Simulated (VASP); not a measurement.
Here is a VASP 6.6.1 calculation.

The input INCAR:

```
PREC = Accurate
ENCUT = 500
EDIFF = 1E-6
ISMEAR = -1
SIGMA = 0.08
LREAL = F
LASPH = T
NELM = 120
ALGO = Normal
ISIF = 2
LWAVE = F
LCHARG = T
GGA = PE
LELF = T
LVHAR = T
NBANDS = 10
GGA_COMPAT = F
```

KPOINTS

```
Automatic mesh
0
Gamma
  12 12 12
```

File POSCAR:

```
Rb
1.0
    0.0000000000      2.6800226014      2.6800226014
    2.6800226014      0.0000000000      2.6800226014
    2.6800226014      2.6800226014      0.0000000000
Rb
1
Direct
    0.0000000000      0.0000000000      0.0000000000
```

Potentials or basis: VASP PAW PBE potentials, release 64 (Rb_sv).

The run is started by

```console
$ cat potpaw_PBE.64/Rb_sv/POTCAR > POTCAR
$ mpirun -np 1 vasp_std > vasp.out
```

**Question.** Predict the pressure.

**Answer.** 10.0 GPa.

**Question.** What does it give for the band gap on the k mesh?

**Answer.** Zero (an odd number of electrons rules out a gap without spin polarisation).

Caveat: the cell stands under pressure.
